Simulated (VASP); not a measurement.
Wanted: the native input for a VASP 6.6.1 run.

- Task: single point
- Functional: PBEsol
- Potentials or basis: VASP PAW PBE potentials, release 64 (Mg)
- Cutoff: 600 eV
- k mesh: 8 × 8 × 8
- Occupations: gaussian, width 0.05 eV
- Spin: no spin polarisation
- Dipole correction: no
- Further INCAR settings: ALGO = Normal; EDIFF = 1e-06; NBANDS = 7

The structure of Mg lies in POSCAR:

```
Mg
1.0
    2.9991804217      0.0000000000      0.0000000000
    0.0000000000      2.9991804217      0.0000000000
    0.0000000000      0.0000000000      2.9991804217
Mg
1
Direct
    0.0000000000      0.0000000000      0.0000000000
```

These files were run (other wordings do the same):

INCAR

```
PREC = Accurate
ENCUT = 600
EDIFF = 1E-6
ISMEAR = 0
SIGMA = 0.05
LREAL = F
LASPH = T
NELM = 120
ALGO = Normal
ISIF = 2
LWAVE = F
LCHARG = F
GGA = PS
NBANDS = 7
GGA_COMPAT = F
```

KPOINTS

```
Automatic mesh
0
Gamma
  8 8 8
```

Potentials or basis: VASP PAW PBE potentials, release 64 (Mg).

The run is started by

```console
$ cat potpaw_PBE.64/Mg/POTCAR > POTCAR
$ mpirun -np 1 vasp_std > vasp.out
```

It gave:

```yaml
Pressure: 0.0 GPa
Band_gap_on_the_k_mesh: zero (band 1 reaches 6.35 eV, above the bottom of band 2 at -0.22 eV)
```

Caveat: the PAW data sets were made with another functional, which shifts forces and pressure a little.

It took 4.9 s on 1 thread of AMD EPYC 7R43 64-Core Processor (Zen 3), with other jobs on the host, peak memory 0.1 GiB.
